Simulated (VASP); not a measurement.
Runs of VASP 6.6.1 on CaZn3. The structure is that of space group Pm-3m (No. 221), or close to it. The cells are those of the table. 

```csv
task,cell,cutoff (eV),gap on the mesh (eV),pressure (GPa)
relaxation of cell and atoms,"relaxed to 2 GPa from a = 4.335 Å, 4 atoms",600,none,2.1
single point,"a = 4.163 Å, 4 atoms",520,none,0.3
single point,"a = 4.047 Å, 4 atoms",520,none,(a)
relaxation of cell and atoms,"relaxed to 6 GPa from a = 4.335 Å, 4 atoms",600,none,6.0
relaxation of cell and atoms,"relaxed to 8 GPa from a = 4.335 Å, 4 atoms",600,none,8.0
relaxation of cell and atoms,"relaxed to 4 GPa from a = 4.335 Å, 4 atoms",600,none,4.0
relaxation of cell and atoms,"relaxed from a = 4.335 Å, 4 atoms",600,none,0.0
single point,"a = 4.082 Å, 4 atoms",520,none,4.4
```

Alike in all rows: level LDA; potentials or basis VASP PAW LDA potentials, release 64 (Ca_sv, Zn); no spin polarisation; k mesh 5 × 5 × 5; smearing methfessel-paxton 0.15 eV.

Q: Estimate the missing entries.

A: (a) 6.5.

Caveats: the cell is relaxed towards a set pressure, so the run minimises the enthalpy, not the energy (at least some runs); the cell stands under pressure (at least some runs).

A gap of «none» marks levels without a gap at the run's occupations.
